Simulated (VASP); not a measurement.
# C (P6_3/mmc) in VASP: further runs

C is run at these levels: PBE+D3(BJ); tasks: phonons.

Everything below comes from runs of VASP 6.6.1. Logs are shortened: lines on timing, memory, paths and dates and some standing lists are left out, and cuts for length are marked.

### 1 The cell of the first run

The structure is hexagonal, space group P6_3/mmc (No. 194). The conventional cell has a = 2.465 Å, b = 2.465 Å, c = 6.738 Å, α = 90.00°, β = 90.00°, γ = 120.00°. Within 1.9 Å of C (site symmetry -6m2) lie 3 C at 1.42 Å. C (site symmetry -6m2) has 3 C at 1.42 Å within 1.9 Å.

### 2 Phonons, PBE+D3(BJ)

File INCAR:

```
PREC = Accurate
ENCUT = 520
EDIFF = 1E-8
ISMEAR = -1
SIGMA = 0.15
LREAL = F
LASPH = T
NELM = 60
ALGO = Normal
ISIF = 2
LWAVE = F
LCHARG = F
GGA = PE
IVDW = 12
IBRION = 6
NFREE = 2
POTIM = 0.015
NSW = 1
```

File KPOINTS:

```
Automatic mesh
0
Gamma
  18 18 6
```

File POSCAR:

```
C
1.0
    2.4649796689      0.0000000000      0.0000000000
   -1.2324898345      2.1347350131      0.0000000000
    0.0000000000      0.0000000000      6.7384331569
C
4
Direct
    0.0000000000      0.0000000000      0.0025000000
    0.0000000000      0.0000000000      0.5025000000
    0.3333333333      0.6666666667      0.0025000000
    0.6666666667      0.3333333333      0.5025000000
```

Potentials or basis: VASP PAW PBE potentials, release 64 (C).

The run is started by

```console
$ cat potpaw_PBE.64/C/POTCAR > POTCAR
$ mpirun -np 1 vasp_std > vasp.out
```

OUTCAR:

```text
PREC = Accurate
   ENCUT = 520
   EDIFF = 1E-8
   ISMEAR = -1
   LREAL = F
   LASPH = T
   NELM = 60
   ISIF = 2
   GGA = PE
   IVDW = 12
   IBRION = 6
   NFREE = 2
   POTIM = 0.015
   NSW = 1
 IVDW          = 12

 ion  position               nearest neighbor table
   1  0.000  0.000  0.002-   3 1.42   3 1.42   3 1.42
   2  0.000  0.000  0.502-   4 1.42   4 1.42   4 1.42
   3  0.333  0.667  0.002-   1 1.42   1 1.42   1 1.42
   4  0.667  0.333  0.502-   2 1.42   2 1.42   2 1.42

  LATTYP: Found a hexagonal cell.
 ALAT       =     2.4649796689
 C/A-ratio  =     2.7336668298

  Lattice vectors:

 A1 = (   2.4649796689,   0.0000000000,   0.0000000000)
 A2 = (  -1.2324898345,   2.1347350131,   0.0000000000)
 A3 = (   0.0000000000,   0.0000000000,   6.7384331569)

Analysis of symmetry for initial positions (statically):
=====================================================================
 Subroutine PRICEL returns:
 Original cell was already a primitive cell.

 Routine SETGRP: Setting up the symmetry group for a
 hexagonal supercell.

 Subroutine GETGRP returns: Found 24 space group operations
 (whereof  6 operations were pure point group operations)
 out of a pool of 24 trial point group operations.

The static configuration has the point symmetry C_3v.
 The point group associated with its full space group is D_6h.

Analysis of symmetry for dynamics (positions and initial velocities):
=====================================================================
 Subroutine PRICEL returns:
 Original cell was already a primitive cell.

 Routine SETGRP: Setting up the symmetry group for a
 hexagonal supercell.

 Subroutine GETGRP returns: Found 24 space group operations
 (whereof  6 operations were pure point group operations)
 out of a pool of 24 trial point group operations.

The dynamic configuration has the point symmetry C_3v.
 The point group associated with its full space group is D_6h.

 Subroutine INISYM returns: Found 24 space group operations
 (whereof  6 operations are pure point group operations),
 and found     1 'primitive' translations

----------------------------------------------------------------------------------------

                                     Primitive cell

  volume of cell :      35.4582

[... 143 lines left out ...]

 Edisp (eV)   -0.62221

 E8    (eV) :    -0.1762
[... 327 lines left out ...]
--------------------------------------- Ionic step        9  -------------------------------------------

 number of electron      15.9999995 magnetization

 Free energy of the ion-electron system (eV)
  ---------------------------------------------------
  ext. energy  EPLUGINS =         0.00000000
  ---------------------------------------------------
  free energy    TOTEN  =       -36.84784329 eV

  energy without entropy =      -36.84264633  energy(sigma->0) =      -36.84524481

 E-fermi :   4.6478     XC(G=0): -10.2944

 val. band max:        4.6446743489   @ k =   0.3333   0.3333   0.3333
 cond. band min:       4.6522419598   @ k =   0.3333   0.3333   0.5000
 fundamental gap:      0.0075676108
 Fermi energy:         4.6477713007

 k-point     1 :       0.0000    0.0000    0.0000
  band No.  band energies     occupation
      1     -15.0068      2.00000
      2     -14.7163      2.00000
      3      -3.8547      2.00000
      4      -1.9294      2.00000
      5       1.6237      2.00000
      6       1.6237      2.00000
      7       1.6415      2.00000
      8       1.6415      2.00000
      9       8.8895      0.00000
     10      12.9630      0.00000
     11      12.9644      0.00000
     12      13.0129      0.00000
[... 331 lines left out ...]
 k-point    24 :       0.3889    0.1111    0.0000
  band No.  band energies     occupation
      1     -10.2729      2.00000
      2     -10.0728      2.00000
      3      -7.6195      2.00000
      4      -7.4640      2.00000
      5      -2.6085      2.00000
      6      -2.5347      2.00000
      7       1.5493      2.00000
      8       2.6618      2.00000
      9       6.4750      0.00001
     10       7.2557      0.00000
     11      13.1094      0.00000
     12      13.5250      0.00000

 [... further k-points ...]

------------------------ aborting loop because EDIFF is reached ----------------------------------------

 Edisp (eV)   -0.62221

 E8    (eV) :    -0.1762
[... 27 lines left out ...]
  FREE ENERGIE OF THE ION-ELECTRON SYSTEM (eV)
  ---------------------------------------------------
  free  energy   TOTEN  =       -37.4700559217 eV

  energy  without entropy=      -37.4648589604  energy(sigma->0) =      -37.46745744

 INTERNAL STRAIN TENSORS FROM DISPLACED ATOMS
 ============================================

 INTERNAL STRAIN TENSOR FOR ION    1 for displacements in x,y,z  (eV/Angst):
          X           Y           Z          XY          YZ          ZX
  --------------------------------------------------------------------------------
  x     0.00000    -0.00000     0.00000   -11.32989     0.00000     0.00000
  y   -11.32989    11.32989     0.00000    -0.00000     0.00000     0.00000
  z    -0.00000     0.00000     0.00000     0.00000     0.00000     0.00000

 INTERNAL STRAIN TENSOR FOR ION    4 for displacements in x,y,z  (eV/Angst):
          X           Y           Z          XY          YZ          ZX
  --------------------------------------------------------------------------------
  x     0.00000    -0.00000    -0.00000   -11.43720     0.00000     0.00000
  y   -11.43720    11.43720     0.00000    -0.00000     0.00000     0.00000
  z     0.00000     0.00000     0.00000     0.00000     0.00000    -0.00000

 Eigenvectors and eigenvalues of the dynamical matrix
 ----------------------------------------------------

   1 f  =   46.859851 THz   294.429130 2PiTHz 1563.076396 cm-1   193.796687 meV
             X         Y         Z           dx          dy          dz
      0.000000  0.000000  0.016846    -0.278727    0.415096    0.000000
      0.000000  0.000000  3.386063    -0.278727    0.415096    0.000000
     -0.000000  1.423157  0.016846     0.278734   -0.415107    0.000000
      1.232490  0.711578  3.386063     0.278734   -0.415107    0.000000
[... 71 lines left out ...]
  12 f/i=    0.000572 THz     0.003594 2PiTHz    0.019082 cm-1     0.002366 meV
             X         Y         Z           dx          dy          dz
      0.000000  0.000000  0.016846     0.499545    0.021463   -0.000000
      0.000000  0.000000  3.386063     0.499545    0.021463   -0.000000
     -0.000000  1.423157  0.016846     0.499533    0.021462   -0.000000
      1.232490  0.711578  3.386063     0.499533    0.021462   -0.000000

 ELASTIC MODULI CONTR FROM IONIC RELAXATION (kBar)
 Direction    XX          YY          ZZ          XY          YZ          ZX
 --------------------------------------------------------------------------------
 XX        -226.8262    226.8262      0.0000      0.0000      0.0000     -0.0000
 YY         226.8262   -226.8262     -0.0000      0.0000      0.0000      0.0000
 ZZ           0.0000     -0.0000     -0.0000     -0.0000      0.0000     -0.0000
 XY           0.0000      0.0000     -0.0000   -226.8262      0.0000      0.0000
 YZ           0.0000      0.0000      0.0000      0.0000      0.0000      0.0000
 ZX          -0.0000      0.0000     -0.0000      0.0000      0.0000     -0.0000
 --------------------------------------------------------------------------------
```

OSZICAR:

```text
N       E                     dE             d eps       ncg     rms          rms(c)
DAV:   1     0.468997766389E+02    0.46900E+02   -0.82629E+03  3552   0.124E+03
DAV:   2    -0.355796442172E+02   -0.82479E+02   -0.76203E+02  5028   0.223E+02
DAV:   3    -0.391748624891E+02   -0.35952E+01   -0.35713E+01  4536   0.480E+01
[... 92 lines left out ...]
DAV:   4    -0.368478414699E+02   -0.13180E-04   -0.21330E-04  5752   0.121E-01    0.138E-02
DAV:   5    -0.368478431345E+02   -0.16645E-05   -0.47798E-06  6428   0.199E-02    0.302E-03
DAV:   6    -0.368478432671E+02   -0.13262E-06   -0.32078E-07  5964   0.558E-03    0.949E-04
DAV:   7    -0.368478432900E+02   -0.22929E-07   -0.55699E-08  6120   0.217E-03    0.197E-04
DAV:   8    -0.368478432919E+02   -0.19202E-08   -0.56705E-09  4148   0.694E-04
   9 F= -.37470056E+02 E0= -.37467457E+02  d E =-.519696E-02
```

stdout:

```text
POSCAR found type information on POSCAR C
 POSCAR found :  1 types and       4 ions
 scaLAPACK will be used
 LDA part: xc-table for (Slater+PW92), standard interpolation
 POSCAR, INCAR and KPOINTS ok, starting setup
 FFT: planning ... GRIDC
 FFT: planning ... GRID_SOFT
 FFT: planning ... GRID
 WAVECAR not read
 entering main loop
 Found     4 degrees of freedom:
 Finite differences POTIM= 0.01500 DOF=   4
 bond charge predicted
 Finite differences progress:
 bond charge predicted
 Finite differences progress:
 bond charge predicted
 Finite differences progress:
 bond charge predicted
 Finite differences progress:
 bond charge predicted
 Finite differences progress:
 bond charge predicted
 Finite differences progress:
 bond charge predicted
 Finite differences progress:
 bond charge predicted
 Finite differences progress:
```

It took 5.5 min on 1 thread of Intel Xeon 6975P-C (Granite Rapids), shared host; peak memory 0.48 GiB.

What came out:

- Highest phonon frequency at Γ: 1563 cm⁻¹
- Dispersion energy per atom: -0.156 eV

Phonon frequencies in cm⁻¹ (negative: imaginary):
| q point | frequencies |
| --- | --- |
| (0.000, 0.000, 0.000) | 0 0 0 36 36 123 865 869 1559 1559 1563 1563 |

### 3 Phonons, PBE+D3(BJ)

File INCAR:

```
  PREC = Accurate
  ENCUT = 520
  EDIFF = 1E-8
  ISMEAR = 0
  SIGMA = 0.005
  LREAL = False
  LASPH = True
  NELM = 80
  ALGO = Normal
  ISIF = 2
  LWAVE = False
  LCHARG = False
  GGA = PE
  IVDW = 12
  NBANDS = 16
  IBRION = 6
  NFREE = 2
  POTIM = 0.015
  NSW = 1
```

File KPOINTS:

```
regular mesh
0
Gamma
  18 18 6
```

POSCAR is that of step 2.

Potentials or basis: VASP PAW PBE potentials, release 64 (C).

The run is started by

```console
$ cat potpaw_PBE.64/C/POTCAR > POTCAR
$ mpirun -np 1 vasp_std > vasp.out
```

OUTCAR:

```text
PREC = Accurate
   ENCUT = 520
   EDIFF = 1E-8
   ISMEAR = 0
   LREAL = False
   LASPH = True
   NELM = 80
   ISIF = 2
   GGA = PE
   IVDW = 12
   IBRION = 6
   NFREE = 2
   POTIM = 0.015
   NSW = 1
 IVDW          = 12

 ion  position               nearest neighbor table
   1  0.000  0.000  0.002-   3 1.42   3 1.42   3 1.42
   2  0.000  0.000  0.502-   4 1.42   4 1.42   4 1.42
[... 1051 lines left out ...]
  z     0.00000     0.00000    -0.00000     0.00000    -0.00000     0.00000

 INTERNAL STRAIN TENSOR FOR ION    4 for displacements in x,y,z  (eV/Angst):
          X           Y           Z          XY          YZ          ZX
  --------------------------------------------------------------------------------
  x     0.00000    -0.00000    -0.00000   -10.96958     0.00000     0.00000
  y   -10.96958    10.96958     0.00000    -0.00000     0.00000     0.00000
  z     0.00000    -0.00000     0.00000     0.00000     0.00000    -0.00000

 Eigenvectors and eigenvalues of the dynamical matrix
 ----------------------------------------------------

   1 f  =   46.568234 THz   292.596842 2PiTHz 1553.349077 cm-1   192.590653 meV
             X         Y         Z           dx          dy          dz
      0.000000  0.000000  0.016846    -0.278745    0.415129    0.000000
      0.000000  0.000000  3.386063    -0.278745    0.415129   -0.000000
     -0.000000  1.423157  0.016846     0.278711   -0.415077    0.000000
      1.232490  0.711578  3.386063     0.278711   -0.415077   -0.000000
[... 71 lines left out ...]
  12 f/i=    0.425021 THz     2.670487 2PiTHz   14.177179 cm-1     1.757745 meV
             X         Y         Z           dx          dy          dz
      0.000000  0.000000  0.016846     0.281790   -0.412675    0.000000
      0.000000  0.000000  3.386063    -0.281790    0.412675    0.000000
     -0.000000  1.423157  0.016846     0.282121   -0.413160    0.000000
      1.232490  0.711578  3.386063    -0.282121    0.413160    0.000000

 ELASTIC MODULI CONTR FROM IONIC RELAXATION (kBar)
 Direction    XX          YY          ZZ          XY          YZ          ZX
 --------------------------------------------------------------------------------
 XX        -201.1314    201.1314      0.0000      0.0000     -0.0000      0.0000
 YY         201.1314   -201.1314     -0.0000      0.0000      0.0000     -0.0000
 ZZ           0.0000     -0.0000     -0.0000     -0.0000     -0.0000      0.0000
 XY           0.0000      0.0000     -0.0000   -201.1314      0.0000     -0.0000
 YZ          -0.0000      0.0000     -0.0000      0.0000     -0.0000      0.0000
 ZX           0.0000     -0.0000      0.0000     -0.0000      0.0000     -0.0000
 --------------------------------------------------------------------------------
```

stdout:

```text
POSCAR found type information on POSCAR C
 POSCAR found :  1 types and       4 ions
 scaLAPACK will be used
 LDA part: xc-table for (Slater+PW92), standard interpolation
 POSCAR, INCAR and KPOINTS ok, starting setup
 FFT: planning ... GRIDC
 FFT: planning ... GRID_SOFT
 FFT: planning ... GRID
 WAVECAR not read
 entering main loop
 Found     4 degrees of freedom:
 Finite differences POTIM= 0.01500 DOF=   4
 bond charge predicted
 Finite differences progress:
 bond charge predicted
 Finite differences progress:
 bond charge predicted
 Finite differences progress:
 bond charge predicted
 Finite differences progress:
 bond charge predicted
 Finite differences progress:
 bond charge predicted
 Finite differences progress:
 bond charge predicted
 Finite differences progress:
 bond charge predicted
 Finite differences progress:
```

It took 24 min on 1 thread of Intel Xeon 8259CL, shared host; peak memory 0.56 GiB.

What came out:

```
Highest phonon frequency at Γ : 1553 cm⁻¹
Dispersion energy per atom    : -0.156 eV
```

Phonon frequencies in cm⁻¹ (negative: imaginary):
```
              q point                                    frequencies
(0.000, 0.000, 0.000)  -14 -14 0 0 0 117 861 869 1550 1550 1553 1553
```

Caveat: some modes are imaginary.

[end of part 1 of 2]
